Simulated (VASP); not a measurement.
# O (Im-3m) in VASP: notebook

The runs below take O through single point, relaxation of cell and atoms, with PBE.

Everything below comes from runs of VASP 6.6.1. Logs are shortened: lines on timing, memory, paths and dates and some standing lists are left out, and cuts for length are marked.

### Step 1. The cell of the first run

It takes space group Im-3m (No. 229, cubic). Conventional cell: a = 2.473 Å, b = 2.473 Å, c = 2.473 Å, α = 90.00°, β = 90.00°, γ = 90.00°. O (site symmetry m-3m) has 14 O at 2.14 to 2.47 Å within 2.8 Å.

### Step 2. Single point, PBE

Contents of INCAR:

```
SYSTEM = O
  ALGO = Normal
  EDIFF = 1E-7
  ENCUT = 520
  GGA = PE
  ISIF = 2
  ISMEAR = -1
  LASPH = .TRUE.
  LCHARG = .FALSE.
  LREAL = .FALSE.
  LWAVE = .FALSE.
  NBANDS = 9
  NELM = 60
  PREC = Accurate
  SIGMA = 0.1
```

Contents of KPOINTS:

```
k-points
0
G
  18 18 18
  0 0 0
```

Contents of POSCAR:

```
O
1.0
   -1.2362658812      1.2362658812      1.2362658812
    1.2362658812     -1.2362658812      1.2362658812
    1.2362658812      1.2362658812     -1.2362658812
O
1
Direct
    0.0000000000      0.0000000000      0.0000000000
```

Potentials or basis: VASP PAW PBE potentials, release 64 (O).

Run with:

```bash
$ cat potpaw_PBE.64/O/POTCAR > POTCAR
$ mpirun -np 1 vasp_std > vasp.out
```

OUTCAR:

```text
SYSTEM = O
   EDIFF = 1E-7
   ENCUT = 520
   GGA = PE
   ISIF = 2
   ISMEAR = -1
   LASPH = .TRUE.
   LREAL = .FALSE.
   NELM = 60
   PREC = Accurate

 ion  position               nearest neighbor table
   1  0.000  0.000  0.000-

  LATTYP: Found a body centered cubic cell.
 ALAT       =     2.4725317624

  Lattice vectors:

 A1 = (  -1.2362658812,   1.2362658812,   1.2362658812)
 A2 = (   1.2362658812,  -1.2362658812,   1.2362658812)
 A3 = (   1.2362658812,   1.2362658812,  -1.2362658812)

Analysis of symmetry for initial positions (statically):
=====================================================================
 Subroutine PRICEL returns:
 Original cell was already a primitive cell.

 Routine SETGRP: Setting up the symmetry group for a
 body centered cubic supercell.

 Subroutine GETGRP returns: Found 48 space group operations
 (whereof 48 operations were pure point group operations)
 out of a pool of 48 trial point group operations.

The static configuration has the point symmetry O_h .

Analysis of symmetry for dynamics (positions and initial velocities):
=====================================================================
 Subroutine PRICEL returns:
 Original cell was already a primitive cell.

 Routine SETGRP: Setting up the symmetry group for a
 body centered cubic supercell.

 Subroutine GETGRP returns: Found 48 space group operations
 (whereof 48 operations were pure point group operations)
 out of a pool of 48 trial point group operations.

The dynamic configuration has the point symmetry O_h .

 Subroutine INISYM returns: Found 48 space group operations
 (whereof 48 operations are pure point group operations),
 and found     1 'primitive' translations

----------------------------------------------------------------------------------------

                                     Primitive cell

  volume of cell :       7.5578

  direct lattice vectors                    reciprocal lattice vectors
    -1.236265881  1.236265881  1.236265881     0.000000000  0.404443743  0.404443743
     1.236265881 -1.236265881  1.236265881     0.404443743  0.000000000  0.404443743
     1.236265881  1.236265881 -1.236265881     0.404443743  0.404443743  0.000000000

  length of vectors
     2.141275318  2.141275318  2.141275318     0.571969826  0.571969826  0.571969826

  position of ions in fractional coordinates (direct lattice)
     0.000000000  0.000000000  0.000000000

  ion indices of the primitive-cell ions
   primitive index   ion index
                 1           1

----------------------------------------------------------------------------------------

 KPOINTS: k-points

Automatic generation of k-mesh.
 Grid dimensions read from file:
 generate k-points for:   18   18   18

 Generating k-lattice:

  Cartesian coordinates                     Fractional coordinates (reciprocal lattice)
     0.000000000  0.022469097  0.022469097     0.055555556  0.000000000  0.000000000
     0.022469097  0.000000000  0.022469097     0.000000000  0.055555556  0.000000000
     0.022469097  0.022469097  0.000000000     0.000000000  0.000000000  0.055555556

  Length of vectors
     0.031776101  0.031776101  0.031776101

  Shift w.r.t. Gamma in fractional coordinates (k-lattice)
     0.000000000  0.000000000  0.000000000

 Subroutine IBZKPT returns following result:
 ===========================================

 Found    195 irreducible k-points:

 Following reciprocal coordinates:
            Coordinates               Weight
  0.000000  0.000000  0.000000      1.000000
  0.055556  0.000000  0.000000     12.000000
  0.111111  0.000000  0.000000     12.000000
  0.166667  0.000000  0.000000     12.000000
  0.222222  0.000000  0.000000     12.000000
  0.277778  0.000000  0.000000     12.000000
[... 16 lines left out ...]
  0.333333  0.111111  0.000000     48.000000
  0.388889  0.111111 -0.000000     48.000000
 [... further k-points ...]
   k-points           NKPTS =    195   k-points in BZ     NKDIM =    195   number of bands    NBANDS=      9
   number of dos      NEDOS =    301   number of ions     NIONS =      1
   total plane-waves  NPLWV =   4096
   dimension x,y,z NGX =    16 NGY =   16 NGZ =   16
   dimension x,y,z NGXF=    32 NGYF=   32 NGZF=   32
   ions per type =               1
   NGX,Y,Z   is equivalent  to a cutoff of  12.42, 12.42, 12.42 a.u.
   NGXF,Y,Z  is equivalent  to a cutoff of  24.84, 24.84, 24.84 a.u.
 SYSTEM =  O
   PREC   = accura    normal or accurate (medium, high low for compatibility)
   ISTART =      0    job   : 0-new  1-cont  2-samecut
   ICHARG =      2    charge: 1-file 2-atom 10-const
   ISPIN  =      1    spin polarized calculation?
   LNONCOLLINEAR =      F non collinear calculations
   LSORBIT =      F    spin-orbit coupling
   LASPH  =      T    aspherical Exc in radial PAW
   ENCUT  =  520.0 eV  38.22 Ry    6.18 a.u.   3.98  3.98  3.98*2*pi/ulx,y,z
   NELM   =     60;   NELMIN=  2; NELMDL= -5     # of ELM steps
   EDIFF  = 0.1E-06   stopping-criterion for ELM
   LREAL  =      F    real-space projection
   EDIFFG = 0.1E-05   stopping-criterion for IOM
   NSW    =      0    number of steps for IOM
   IBRION =     -1    ionic relax: 0-MD 1-quasi-New 2-CG
   NFREE  =      0    steps in history (QN), initial steepest desc. (CG)
   ISIF   =      2    stress and relaxation
   ISYM   =      2    0-nonsym 1-usesym 2-fastsym
   POTIM  = 0.5000    time-step for ionic-motion
   TEBEG  =    0.0;   TEEND  =   0.0 temperature during run
   PSTRESS=    0.0 pullay stress
   NELECT =       6.0000    total number of electrons
   NUPDOWN=      -1.0000    fix difference up-down
   EMIN   =  10.00;   EMAX   =-10.00  energy-range for DOS
   EFERMI =   0.00;   METHOD = LEGACY
   ISMEAR =    -1;   SIGMA  =   0.10  broadening in eV -4-tet -1-fermi 0-gaus
   EFERMI_NEDOS =   21; number of points for ismear=-14 and -15
   IALGO  =     38    algorithm
   IMIX   =      4    mixing-type and parameters
     AMIX     =   0.40;   BMIX     =  1.00
     AMIX_MAG =   1.60;   BMIX_MAG =  1.00
  volume/ion in A,a.u.               =       7.56        51.00
  Fermi-wavevector in a.u.,A,eV,Ry     =   1.515863  2.864566 31.264032  2.297841
  Thomas-Fermi vector in A             =   2.625330
   LORBIT       =      0    0 simple, 1 ext, 2 COOP (PROOUT), +10 PAW based schemes
   GGA     = PE    functional components
   LHFCALC =     F    Hartree Fock is set to
   AEXX    =    0.0000 exact exchange contribution
   IVDW    =     0    specifies the selected vdW correction
   LEPSILON=     F    determine dielectric tensor
   LRPA    =     F    only Hartree local field effects (RPA)
 non-spin polarized calculation
  energy-cutoff  :      520.00
  volume of cell :        7.56
 maximum number of plane-waves:       236
   NGX =  7   NGY =  7   NGZ =  7

 number of electron       6.0000005 magnetization

 Free energy of the ion-electron system (eV)
  ---------------------------------------------------
  ext. energy  EPLUGINS =         0.00000000
  ---------------------------------------------------
  free energy    TOTEN  =        -2.48563776 eV

  energy without entropy =       -2.45735486  energy(sigma->0) =       -2.47149631

 E-fermi :   2.7006     XC(G=0): -12.3869

 val. band max:        2.6644008842   @ k =   0.2222   0.1111   0.0556
 cond. band min:       2.7067221029   @ k =   0.3889   0.0000   0.0000
 fundamental gap:      0.0423212186
 Fermi energy:         2.7006497497

 k-point     1 :       0.0000    0.0000    0.0000
  band No.  band energies     occupation
      1     -19.0697      2.00000
      2       4.6073      0.00000
      3       4.6073      0.00000
      4       4.6073      0.00000
      5      21.9158      0.00000
      6      39.3303      0.00000
      7      39.3303      0.00000
      8      39.3303      0.00000
      9      43.3033      0.00000

 k-point     2 :       0.0556    0.0000    0.0000
  band No.  band energies     occupation
      1     -18.9697      2.00000
      2       4.3542      0.00000
      3       4.5344      0.00000
      4       4.5966      0.00000
      5      22.0935      0.00000
      6      38.3326      0.00000
      7      38.4862      0.00000
      8      39.6257      0.00000
      9      41.9103      0.00000

 k-point     3 :       0.1111    0.0000    0.0000
  band No.  band energies     occupation
      1     -18.6728      2.00000
      2       3.6336      0.00018
      3       4.3280      0.00000
      4       4.5655      0.00000
      5      22.5765      0.00000
      6      35.6971      0.00000
      7      36.8281      0.00000
      8      40.4938      0.00000
      9      41.4140      0.00000

 k-point     4 :       0.1667    0.0000    0.0000
  band No.  band energies     occupation
      1     -18.1886      2.00000
      2       2.5435      1.65590
      3       4.0222      0.00000
      4       4.5170      0.00000
      5      23.2294      0.00000
      6      33.0159      0.00000
      7      35.1242      0.00000
      8      40.5764      0.00000
      9      41.8840      0.00000
[... 205 lines left out ...]
 k-point    22 :       0.2778    0.1111    0.0000
  band No.  band energies     occupation
      1     -15.6584      2.00000
      2      -1.6853      2.00000
      3       2.5332      1.68427
      4       4.0067      0.00000
      5      24.5665      0.00000
      6      28.5594      0.00000
      7      30.7267      0.00000
      8      40.6159      0.00000
      9      47.6103      0.00000

 k-point    23 :       0.3333    0.1111    0.0000
  band No.  band energies     occupation
      1     -14.8482      2.00000
      2      -2.8726      2.00000
      3       2.1848      1.98857
      4       3.9363      0.00001
      5      24.1268      0.00000
      6      28.7152      0.00000
      7      30.1681      0.00000
      8      40.9139      0.00000
      9      48.8555      0.00000

 k-point    24 :       0.3889    0.1111   -0.0000
  band No.  band energies     occupation
      1     -14.2257      2.00000
      2      -3.7402      2.00000
      3       1.9647      1.99873
      4       3.8901      0.00001
      5      23.7378      0.00000
      6      29.0248      0.00000
      7      29.7943      0.00000
      8      41.1773      0.00000
      9      49.5759      0.00000

 [... further k-points ...]

------------------------ aborting loop because EDIFF is reached ----------------------------------------

  FORCE on cell =-STRESS in cart. coord.  units (eV):
  Direction    XX          YY          ZZ          XY          YZ          ZX
  --------------------------------------------------------------------------------------
  -------------------------------------------------------------------------------------
  Total        0.2087281      0.2087281      0.2087281      0.0000000     -0.0000000      0.0000000
  in kB       44.2482292     44.2482292     44.2482292      0.0000000     -0.0000000      0.0000000
  external PRESSURE =      44.2482292 kB  Pullay stress =       0.0000000 kB

 VOLUME and BASIS-vectors are now :
 -----------------------------------------------------------------------------
  energy-cutoff  :      520.00
  volume of cell :        7.56
      direct lattice vectors                 reciprocal lattice vectors
    -1.236265881  1.236265881  1.236265881     0.000000000  0.404443743  0.404443743
     1.236265881 -1.236265881  1.236265881     0.404443743  0.000000000  0.404443743
     1.236265881  1.236265881 -1.236265881     0.404443743  0.404443743  0.000000000

 POSITION                                       TOTAL-FORCE (eV/Angst)
 -----------------------------------------------------------------------------------
      0.00000      0.00000      0.00000        -0.000000      0.000000     -0.000000
 -----------------------------------------------------------------------------------
    total drift:                               -0.000000      0.000000     -0.000000

  FREE ENERGIE OF THE ION-ELECTRON SYSTEM (eV)
  ---------------------------------------------------
  free  energy   TOTEN  =        -2.4856377597 eV

  energy  without entropy=       -2.4573548601  energy(sigma->0) =       -2.47149631
```

Run time: 9.9 s. Hardware: 1 thread of Intel Xeon 8259CL, shared host; peak memory 0.12 GiB.

What came out:

| Property | Result |
| --- | --- |
| Free energy | -2.4856 eV |
| Pressure | 4.4 GPa |
| Band gap on the k mesh | zero (bands 3 and 4 overlap by 5.05 eV) |

Caveat: the cell stands under pressure.

### Step 3. Relaxation of cell and atoms, PBE, target pressure 5 GPa, at which the enthalpy is minimised

This run uses another cell than the first one, of 8.14 Å³/atom.

Contents of INCAR:

```
SYSTEM = O
PREC = Accurate
ENCUT = 600
EDIFF = 1E-6
ISMEAR = -1
SIGMA = 0.1
LREAL = .False.
LASPH = .True.
NELM = 100
ALGO = Normal
ISIF = 3
LWAVE = .False.
LCHARG = .False.
GGA = PE
IBRION = 2
NSW = 100
EDIFFG = -0.03
PSTRESS = 50.0
```

Contents of KPOINTS:

```
Automatic mesh
0
Gamma
  18 18 18
  0 0 0
```

Contents of POSCAR:

```
O
1.0
   -1.2671640000      1.2671640000      1.2671640000
    1.2671640000     -1.2671640000      1.2671640000
    1.2671640000      1.2671640000     -1.2671640000
O
1
Direct
    0.0000000000      0.0000000000      0.0000000000
```

Potentials or basis: VASP PAW PBE potentials, release 64 (O).

Run with:

```bash
$ cat potpaw_PBE.64/O/POTCAR > POTCAR
$ mpirun -np 1 vasp_std > vasp.out
```

Wall time 20 s (1 thread of Intel Xeon 8259CL, shared host); peak memory 0.12 GiB.

Results (log left out):

```yaml
Free_energy: -2.4868 eV
Relaxed_volume: 7.53 Å³/atom
Relaxed_cell: a = 2.138 Å, b = 2.138 Å, c = 2.138 Å, α = 109.47°, β = 109.47°, γ = 109.47°
Space_group_after_relaxing_to_0.1_Å: Im-3m (No. 229)
Energy_change_on_relaxing_the_run_minimises_the_enthalpy: -4.1 meV/atom
Ionic_steps: 3
Pressure_after_relaxing: 5.0 GPa
Band_gap_on_the_k_mesh: zero (bands 3 and 4 overlap by 5.08 eV)
```

Step by step:
```
step  energy change (eV)  largest force (eV/Å)  pressure (GPa)  volume (Å³)
   1              0.0000                0.0000           -6.25         8.14
   2             -0.0025                0.0000            6.04         7.48
   3             -0.0041                0.0000            5.02         7.53
```

Final structure:
```
CELL_PARAMETERS angstrom
-1.23460 1.23460 1.23460
1.23460 -1.23460 1.23460
1.23460 1.23460 -1.23460
ATOMIC_POSITIONS crystal
O 0.00000 0.00000 0.00000
```

Levels at points of the mesh, in eV from the Fermi level:
```tsv
k point	band 1	band 2	band 3	band 4	band 5	band 6	band 7
(0.00, 0.00, 0.00)	-21.82	1.92	1.92	1.92	19.29	36.69	36.69
(0.50, 0.00, 0.00)	-16.85	-7.10	-0.22	1.53	20.18	26.90	27.32
(0.50, 0.50, 0.50)	-14.01	-3.16	-3.16	-3.16	17.44	17.44	36.97
```

Caveat: the cell is relaxed towards a set pressure, so the run minimises the enthalpy, not the energy.
